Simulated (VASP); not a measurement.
## Ge: single point with PBE

Crystal: Ge.

```
CELL_PARAMETERS angstrom
0.00000 2.73163 2.73163
2.73163 0.00000 2.73163
2.73163 2.73163 0.00000
ATOMIC_POSITIONS crystal
Ge 0.00000 0.00000 0.00000
Ge 0.25000 0.25000 0.25000
```

This cell differs from its parent crystal: strain -3.7%.

| Item | Value |
| --- | --- |
| Program | VASP 6.6.1 |
| Task | single point |
| Functional | PBE |
| Potentials or basis | VASP PAW PBE potentials, release 64 (Ge_d) |
| Cutoff | 520 eV |
| k mesh | 8 × 8 × 8 |
| Occupations | fermi-dirac, width 0.02 eV |
| Spin | no spin polarisation |

```
Pressure               : 13.6 GPa
Band gap on the k mesh : 0.42 eV, indirect (least direct gap 1.03 eV)
```

Levels at points of the mesh, in eV from the valence-band top:
| k point | band 11 | band 12 | band 13 | band 14 | band 15 | band 16 | band 17 | band 18 |
| --- | --- | --- | --- | --- | --- | --- | --- | --- |
| (0.00, 0.00, 0.00) | -13.62 | 0.00 | 0.00 | 0.00 | 1.03 | 2.59 | 2.59 | 2.59 |
| (0.50, 0.00, 0.00) | -11.26 | -8.14 | -1.58 | -1.58 | 0.53 | 3.79 | 3.79 | 7.15 |
| (0.50, 0.50, 0.00) | -9.32 | -9.32 | -3.47 | -3.47 | 0.60 | 0.60 | 10.41 | 10.41 |

It took 16 s on 1 thread of Intel(R) Xeon(R) Platinum 8375C CPU @ 2.90GHz (Ice Lake) (shared host), peak memory 0.17 GiB.

Caveat: the cell differs from its parent crystal (strain -3.7%). A k mesh can miss the band edges.
